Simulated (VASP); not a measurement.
A run of VASP 6.6.1 is set up as follows.

Contents of INCAR:

```
SYSTEM = TiZn3
ALGO = Normal
EDIFF = 1E-6
ENCUT = 520
ISIF = 2
ISMEAR = -1
LASPH = .True.
LCHARG = .False.
LREAL = .False.
LWAVE = .False.
NBANDS = 32
NELM = 60
PREC = Accurate
SIGMA = 0.05
```

File KPOINTS:

```
k-points
0
Gamma
  9 9 9
  0 0 0
```

Contents of POSCAR:

```
TiZn3
1.0
    3.9322000000     -0.0393220000     -0.0393220000
   -0.0393220000      3.9322000000     -0.0393220000
   -0.0393220000     -0.0393220000      3.9322000000
Ti Zn
1 3
Direct
    0.0000000000      0.0000000000      0.0000000000
    0.0000000000      0.5000000000      0.5000000000
    0.5000000000      0.0000000000      0.5000000000
    0.5000000000      0.5000000000      0.0000000000
```

Potentials or basis: VASP PAW LDA potentials, release 64 (Ti_sv, Zn).

Run with:

```sh
$ cat potpaw_LDA.64/Ti_sv/POTCAR potpaw_LDA.64/Zn/POTCAR > POTCAR
$ mpirun -np 1 vasp_std > vasp.out
```

Problem. Predict the band gap on the k mesh.

Solution. Zero (bands 24 and 25 overlap by 1.94 eV).

Problem. What does it give for the pressure?

Solution. -9.3 GPa.

Stress tensor (GPa, compression positive):
```
-9.30  1.29  1.29
 1.29 -9.30  1.29
 1.29  1.29 -9.30
```

Caveat: the cell differs from its parent crystal (equal xy, yz and zx shear strains of -2 %); the cell stands under tension.
